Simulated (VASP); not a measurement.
# Sn (Fd-3m) in VASP: a series of runs

The runs below take Sn through single point, with PBE.

All numbers are computed with VASP 6.6.1; they aren't measurements. Logs are shortened: lines on timing, memory, paths and dates and some standing lists are left out, and cuts for length are marked.

### Step 1. The cell of the first run

Symmetry: Fd-3m, No. 227, cubic system. The conventional cell has a = 6.658 Å, b = 6.658 Å, c = 6.658 Å, α = 90.00°, β = 90.00°, γ = 90.00°. Sn (site symmetry -43m) has 4 Sn at 2.88 Å within 3.8 Å.

### Step 2. Single point, PBE

INCAR

```
ALGO = Normal
EDIFF = 1E-7
ENCUT = 520
GGA = PE
ISIF = 2
ISMEAR = 0
LASPH = True
LCHARG = False
LREAL = False
LWAVE = False
NBANDS = 21
NELM = 100
PREC = Accurate
SIGMA = 0.01
```

KPOINTS

```
k-points
0
Gamma
  8 8 8
```

POSCAR

```
Sn
1.0
    0.0000000000      3.3289000152      3.3289000152
    3.3289000152      0.0000000000      3.3289000152
    3.3289000152      3.3289000152      0.0000000000
Sn
2
Direct
    0.5000000000      0.5000000000      0.5000000000
    0.7500000000      0.7500000000      0.7500000000
```

Potentials or basis: VASP PAW PBE potentials, release 64 (Sn_d).

Started as:

```sh
$ cat potpaw_PBE.64/Sn_d/POTCAR > POTCAR
$ mpirun -np 1 vasp_std > vasp.out
```

OUTCAR:

```text
EDIFF = 1E-7
   ENCUT = 520
   GGA = PE
   ISIF = 2
   ISMEAR = 0
   LASPH = True
   LREAL = False
   NELM = 100
   PREC = Accurate

 ion  position               nearest neighbor table
   1  0.500  0.500  0.500-   2 2.88   2 2.88   2 2.88   2 2.88
   2  0.750  0.750  0.750-   1 2.88   1 2.88   1 2.88   1 2.88

  LATTYP: Found a face centered cubic cell.
 ALAT       =     6.6578000304

  Lattice vectors:

 A1 = (   0.0000000000,   3.3289000152,   3.3289000152)
 A2 = (   3.3289000152,   0.0000000000,   3.3289000152)
 A3 = (   3.3289000152,   3.3289000152,   0.0000000000)

Analysis of symmetry for initial positions (statically):
=====================================================================
 Subroutine PRICEL returns:
 Original cell was already a primitive cell.

 Routine SETGRP: Setting up the symmetry group for a
 face centered cubic supercell.

 Subroutine GETGRP returns: Found 48 space group operations
 (whereof 24 operations were pure point group operations)
 out of a pool of 48 trial point group operations.

The static configuration has the point symmetry T_d .
 The point group associated with its full space group is O_h .

Analysis of symmetry for dynamics (positions and initial velocities):
=====================================================================
 Subroutine PRICEL returns:
 Original cell was already a primitive cell.

 Routine SETGRP: Setting up the symmetry group for a
 face centered cubic supercell.

 Subroutine GETGRP returns: Found 48 space group operations
 (whereof 24 operations were pure point group operations)
 out of a pool of 48 trial point group operations.

The dynamic configuration has the point symmetry T_d .
 The point group associated with its full space group is O_h .

 Subroutine INISYM returns: Found 48 space group operations
 (whereof 24 operations are pure point group operations),
 and found     1 'primitive' translations

----------------------------------------------------------------------------------------

                                     Primitive cell

  volume of cell :      73.7789

  direct lattice vectors                    reciprocal lattice vectors
     0.000000000  3.328900015  3.328900015    -0.150199765  0.150199765  0.150199765
     3.328900015  0.000000000  3.328900015     0.150199765 -0.150199765  0.150199765
     3.328900015  3.328900015  0.000000000     0.150199765  0.150199765 -0.150199765

  length of vectors
     4.707775549  4.707775549  4.707775549     0.260153624  0.260153624  0.260153624

  position of ions in fractional coordinates (direct lattice)
     0.500000000  0.500000000  0.500000000
     0.750000000  0.750000000  0.750000000

  ion indices of the primitive-cell ions
   primitive index   ion index
                 1           1
                 2           2

----------------------------------------------------------------------------------------

 KPOINTS: k-points

Automatic generation of k-mesh.
 Grid dimensions read from file:
 generate k-points for:    8    8    8

 Generating k-lattice:

  Cartesian coordinates                     Fractional coordinates (reciprocal lattice)
    -0.018774971  0.018774971  0.018774971     0.125000000  0.000000000  0.000000000
     0.018774971 -0.018774971  0.018774971     0.000000000  0.125000000  0.000000000
     0.018774971  0.018774971 -0.018774971     0.000000000  0.000000000  0.125000000

  Length of vectors
     0.032519203  0.032519203  0.032519203

  Shift w.r.t. Gamma in fractional coordinates (k-lattice)
     0.000000000  0.000000000  0.000000000

 Subroutine IBZKPT returns following result:
 ===========================================

 Found     29 irreducible k-points:

 Following reciprocal coordinates:
            Coordinates               Weight
  0.000000  0.000000  0.000000      1.000000
  0.125000  0.000000  0.000000      8.000000
  0.250000  0.000000  0.000000      8.000000
  0.375000  0.000000  0.000000      8.000000
  0.500000  0.000000  0.000000      4.000000
  0.125000  0.125000  0.000000      6.000000
[... 16 lines left out ...]
  0.500000  0.250000  0.125000     48.000000
 -0.375000  0.250000  0.125000     24.000000
 [... further k-points ...]
   k-points           NKPTS =     29   k-points in BZ     NKDIM =     29   number of bands    NBANDS=     21
   number of dos      NEDOS =    301   number of ions     NIONS =      2
   total plane-waves  NPLWV =  46656
   dimension x,y,z NGX =    36 NGY =   36 NGZ =   36
   dimension x,y,z NGXF=    72 NGYF=   72 NGZF=   72
   ions per type =               2
   NGX,Y,Z   is equivalent  to a cutoff of  12.71, 12.71, 12.71 a.u.
   NGXF,Y,Z  is equivalent  to a cutoff of  25.43, 25.43, 25.43 a.u.
 SYSTEM =  unknown system
   PREC   = accura    normal or accurate (medium, high low for compatibility)
   ISTART =      0    job   : 0-new  1-cont  2-samecut
   ICHARG =      2    charge: 1-file 2-atom 10-const
   ISPIN  =      1    spin polarized calculation?
   LNONCOLLINEAR =      F non collinear calculations
   LSORBIT =      F    spin-orbit coupling
   LASPH  =      T    aspherical Exc in radial PAW
   ENCUT  =  520.0 eV  38.22 Ry    6.18 a.u.   8.75  8.75  8.75*2*pi/ulx,y,z
   NELM   =    100;   NELMIN=  2; NELMDL= -5     # of ELM steps
   EDIFF  = 0.1E-06   stopping-criterion for ELM
   LREAL  =      F    real-space projection
   EDIFFG = 0.1E-05   stopping-criterion for IOM
   NSW    =      0    number of steps for IOM
   IBRION =     -1    ionic relax: 0-MD 1-quasi-New 2-CG
   NFREE  =      0    steps in history (QN), initial steepest desc. (CG)
   ISIF   =      2    stress and relaxation
   ISYM   =      2    0-nonsym 1-usesym 2-fastsym
   POTIM  = 0.5000    time-step for ionic-motion
   TEBEG  =    0.0;   TEEND  =   0.0 temperature during run
   PSTRESS=    0.0 pullay stress
   NELECT =      28.0000    total number of electrons
   NUPDOWN=      -1.0000    fix difference up-down
   EMIN   =  10.00;   EMAX   =-10.00  energy-range for DOS
   EFERMI =   0.00;   METHOD = LEGACY
   ISMEAR =     0;   SIGMA  =   0.01  broadening in eV -4-tet -1-fermi 0-gaus
   EFERMI_NEDOS =   21; number of points for ismear=-14 and -15
   IALGO  =     38    algorithm
   IMIX   =      4    mixing-type and parameters
     AMIX     =   0.40;   BMIX     =  1.00
     AMIX_MAG =   1.60;   BMIX_MAG =  1.00
  volume/ion in A,a.u.               =      36.89       248.94
  Fermi-wavevector in a.u.,A,eV,Ry     =   1.185269  2.239833 19.114301  1.404862
  Thomas-Fermi vector in A             =   2.321466
   LORBIT       =      0    0 simple, 1 ext, 2 COOP (PROOUT), +10 PAW based schemes
   GGA     = PE    functional components
   LHFCALC =     F    Hartree Fock is set to
   AEXX    =    0.0000 exact exchange contribution
   IVDW    =     0    specifies the selected vdW correction
   LEPSILON=     F    determine dielectric tensor
   LRPA    =     F    only Hartree local field effects (RPA)
 non-spin polarized calculation
 Gauss-broadening in eV      SIGMA  =   0.01
  energy-cutoff  :      520.00
  volume of cell :       73.78
 maximum number of plane-waves:      2012
   NGX = 17   NGY = 17   NGZ = 17

 number of electron      28.0000008 magnetization

 Free energy of the ion-electron system (eV)
  ---------------------------------------------------
  ext. energy  EPLUGINS =         0.00000000
  ---------------------------------------------------
  free energy    TOTEN  =        -7.68371810 eV

  energy without entropy =       -7.68366946  energy(sigma->0) =       -7.68369378

 E-fermi :   4.7184     XC(G=0):  -8.5410

 val. band max:        4.7181075755   @ k =   0.5000   0.0000   0.0000
 cond. band min:       4.8128679893   @ k =   0.3750   0.0000   0.0000
 fundamental gap:      0.0947604138
 Fermi energy:         4.7183527946

 k-point     1 :       0.0000    0.0000    0.0000
  band No.  band energies     occupation
      1     -16.6849      2.00000
      2     -16.6849      2.00000
      3     -16.6849      2.00000
      4     -16.6354      2.00000
      5     -16.6354      2.00000
      6     -16.3838      2.00000
[... 13 lines left out ...]
     20      12.6425      0.00000
     21      12.6425      0.00000

 k-point     2 :       0.1250    0.0000    0.0000
  band No.  band energies     occupation
      1     -16.6935      2.00000
      2     -16.6935      2.00000
      3     -16.6817      2.00000
      4     -16.6234      2.00000
      5     -16.6234      2.00000
      6     -16.4045      2.00000
[... 13 lines left out ...]
     20      11.8785      0.00000
     21      11.8785      0.00000

 k-point     3 :       0.2500    0.0000    0.0000
  band No.  band energies     occupation
      1     -16.7055      2.00000
      2     -16.7055      2.00000
      3     -16.6738      2.00000
      4     -16.6037      2.00000
      5     -16.6037      2.00000
      6     -16.4229      2.00000
[... 13 lines left out ...]
     20      11.6665      0.00000
     21      11.6665      0.00000

 k-point     4 :       0.3750    0.0000    0.0000
  band No.  band energies     occupation
      1     -16.7125      2.00000
      2     -16.7125      2.00000
      3     -16.6655      2.00000
      4     -16.5905      2.00000
      5     -16.5905      2.00000
      6     -16.4337      2.00000
[... 13 lines left out ...]
     20      12.4141      0.00000
     21      12.4141      0.00000

 k-point     5 :       0.5000    0.0000    0.0000
  band No.  band energies     occupation
      1     -16.7145      2.00000
      2     -16.7145      2.00000
      3     -16.6619      2.00000
      4     -16.5864      2.00000
      5     -16.5864      2.00000
      6     -16.4368      2.00000
[... 13 lines left out ...]
     20      13.0740      0.00000
     21      13.4230      0.00000
[... 382 lines left out ...]
     20      13.6323      0.00000
     21      14.9697      0.00000

 k-point    22 :       0.3750    0.2500    0.1250
  band No.  band energies     occupation
      1     -16.7171      2.00000
      2     -16.7164      2.00000
      3     -16.6623      2.00000
      4     -16.5946      2.00000
      5     -16.5639      2.00000
      6     -16.4779      2.00000
[... 13 lines left out ...]
     20      12.6339      0.00000
     21      12.9620      0.00000

 k-point    23 :       0.5000    0.2500    0.1250
  band No.  band energies     occupation
      1     -16.7323      2.00000
      2     -16.7231      2.00000
      3     -16.6364      2.00000
      4     -16.5769      2.00000
      5     -16.5487      2.00000
      6     -16.4895      2.00000
[... 13 lines left out ...]
     20      12.4257      0.00000
     21      13.6791      0.00000

 k-point    24 :      -0.3750    0.2500    0.1250
  band No.  band energies     occupation
      1     -16.7384      2.00000
      2     -16.7250      2.00000
      3     -16.6242      2.00000
      4     -16.5638      2.00000
      5     -16.5499      2.00000
      6     -16.4850      2.00000
[... 13 lines left out ...]
     20      13.2848      0.00000
     21      13.6535      0.00000

 [... further k-points ...]

------------------------ aborting loop because EDIFF is reached ----------------------------------------

  FORCE on cell =-STRESS in cart. coord.  units (eV):
  Direction    XX          YY          ZZ          XY          YZ          ZX
  --------------------------------------------------------------------------------------
  -------------------------------------------------------------------------------------
  Total       -0.0585511     -0.0585511     -0.0585511      0.0000000     -0.0000000     -0.0000000
  in kB       -1.2714903     -1.2714903     -1.2714903      0.0000000     -0.0000000     -0.0000000
  external PRESSURE =      -1.2714903 kB  Pullay stress =       0.0000000 kB

 VOLUME and BASIS-vectors are now :
 -----------------------------------------------------------------------------
  energy-cutoff  :      520.00
  volume of cell :       73.78
      direct lattice vectors                 reciprocal lattice vectors
     0.000000000  3.328900015  3.328900015    -0.150199765  0.150199765  0.150199765
     3.328900015  0.000000000  3.328900015     0.150199765 -0.150199765  0.150199765
     3.328900015  3.328900015  0.000000000     0.150199765  0.150199765 -0.150199765

 POSITION                                       TOTAL-FORCE (eV/Angst)
 -----------------------------------------------------------------------------------
      3.32890      3.32890      3.32890        -0.000000      0.000000      0.000000
      4.99335      4.99335      4.99335         0.000000     -0.000000     -0.000000
 -----------------------------------------------------------------------------------
    total drift:                                0.000000      0.000000      0.000000

  FREE ENERGIE OF THE ION-ELECTRON SYSTEM (eV)
  ---------------------------------------------------
  free  energy   TOTEN  =        -7.6837181038 eV

  energy  without entropy=       -7.6836694582  energy(sigma->0) =       -7.68369378
```

Wall time 66 s (1 thread of AMD EPYC 7R13, shared host); peak memory 0.18 GiB.

Results:

- Free energy: -7.6837 eV
- Pressure: -0.1 GPa
- Band gap on the k mesh: zero (band 14 reaches 4.95 eV, above the bottom of band 15 at 4.72 eV)

Caveat: spin-orbit coupling is left out, which moves the levels of the heavy elements.

### Step 3. Single point, PBE

INCAR

```
ALGO     = Normal         # electronic algorithm
EDIFF    = 1E-7           # SCF threshold, eV
ENCUT    = 520            # plane-wave cutoff, eV
GGA      = PE             # functional
ISIF     = 2              # what is computed and relaxed
ISMEAR   = 0              # smearing method
LASPH    = True           # aspherical terms in the spheres
LCHARG   = False          # write CHGCAR
LREAL    = False          # projectors in reciprocal space
LWAVE    = False          # write WAVECAR
NBANDS   = 21             # bands
NELM     = 80             # most SCF steps
PREC     = Accurate       # precision mode
SIGMA    = 0.03           # smearing width, eV
```

KPOINTS is that of step 2.

POSCAR is that of step 2.

Potentials or basis: VASP PAW PBE potentials, release 64 (Sn_d).

Started as:

```sh
$ cat potpaw_PBE.64/Sn_d/POTCAR > POTCAR
$ mpirun -np 1 vasp_std > vasp.out
```

It took 74 s on 1 thread of AMD EPYC 7R13, shared host; peak memory 0.18 GiB.

Results (log left out):

| Property | Result |
| --- | --- |
| Free energy | -7.6839 eV |
| Pressure | -0.1 GPa |
| Band gap on the k mesh | zero (band 14 reaches 4.95 eV, above the bottom of band 15 at 4.72 eV) |

Levels at points of the mesh, in eV from the Fermi level:
```
           k point  band 11  band 12  band 13  band 14  band 15  band 16  band 17  band 18
(0.00, 0.00, 0.00)    -9.98    -1.03     0.22     0.22     0.22     2.28     2.28     2.28
(0.50, 0.00, 0.00)    -8.51    -5.90    -0.87    -0.87    -0.01     3.33     3.33     5.82
(0.50, 0.50, 0.00)    -7.13    -7.13    -2.09    -2.09     1.03     1.03     7.38     7.38
```

Caveat: spin-orbit coupling is left out, which moves the levels of the heavy elements.

### Step 4. Single point, PBE

INCAR

```
PREC = Accurate ; ENCUT = 520
EDIFF = 1E-6 ; ISMEAR = 0
SIGMA = 0.1 ; LREAL = False
LASPH = True ; NELM = 60
ALGO = Normal ; ISIF = 2
LWAVE = False ; LCHARG = False
GGA = PE ; NBANDS = 21
```

KPOINTS

```
Automatic mesh
0
Gamma
  8 8 8
```

POSCAR is that of step 3.

Started as:

```sh
$ cat potpaw_PBE.64/Sn_d/POTCAR > POTCAR
$ mpirun -np 1 vasp_std > vasp.out
```

It took 67 s on 1 thread of AMD EPYC 7R13, shared host; peak memory 0.18 GiB.

It converged, with:

* Free energy: -7.6850 eV
* Pressure: -0.1 GPa
* Band gap on the k mesh: zero (band 14 reaches 4.95 eV, above the bottom of band 15 at 4.72 eV)

Levels at points of the mesh, in eV from the Fermi level:
```
           k point  band 10  band 11  band 12  band 13  band 14  band 15  band 16  band 17  band 18  band 19
(0.00, 0.00, 0.00)   -21.15   -10.02    -1.06     0.18     0.18     0.18     2.24     2.24     2.24     5.06
(0.50, 0.00, 0.00)   -21.11    -8.54    -5.93    -0.91    -0.91    -0.05     3.29     3.29     5.78     8.28
(0.50, 0.50, 0.00)   -21.09    -7.17    -7.17    -2.12    -2.12     1.00     1.00     7.34     7.34     8.86
```

Caveat: spin-orbit coupling is left out, which moves the levels of the heavy elements.

### Step 5. Summary

| smearing | gap on the mesh (eV) | pressure (GPa) |
| --- | --- | --- |
| gaussian 0.01 eV | none | -0.1 |
| gaussian 0.03 eV | none | -0.1 |
| gaussian 0.1 eV | none | -0.1 |

Alike in all rows: task single point; level PBE; potentials or basis VASP PAW PBE potentials, release 64 (Sn_d); no spin polarisation; cell as given; k mesh 8 × 8 × 8; cutoff (eV) 520.

Every run on the cell as given and a fine mesh finds a metal.

Caveats: spin-orbit coupling is left out, which moves the levels of the heavy elements.

Absolute energies hang on the potentials; compare differences alone.
